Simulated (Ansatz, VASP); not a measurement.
Bi4C in VASP and in Ansatz

```
CELL_PARAMETERS angstrom
-3.20292 3.20292 3.20292
3.20292 -3.20292 3.20292
3.20292 3.20292 -3.20292
ATOMIC_POSITIONS crystal
Bi 0.50000 0.50000 0.50000
Bi 0.50000 0.00000 0.00000
Bi 0.00000 0.00000 0.50000
Bi 0.00000 0.50000 0.00000
C 0.00000 0.00000 0.00000
```

Change from the starting cell: species swapped into the Hg4Pt type (Im-3m, No. 229).

Alike in both runs: task single point; functional PBE; k mesh 4 × 4 × 4; occupations gaussian, width 0.1 eV; no spin polarisation.

|  | VASP | Ansatz |
| --- | --- | --- |
| version | VASP 6.6.1 | Ansatz 0.2.0 |
| potentials or method | VASP PAW PBE potentials, release 64 (Bi_d, C), cutoff 520 eV | scalar-relativistic, plane waves, PAW |
| valence electrons in the cell | 64 | 64 |

|  | VASP | Ansatz | Ansatz less VASP |
| --- | --- | --- | --- |
| gap on the k mesh at the Fermi level (eV) | none | none | - |
| pressure (GPa) | 4.8 | 4.8 | +0.04 |

A gap of «none» marks a metal or a gap that the smearing closes.

Spin-orbit coupling is off throughout.
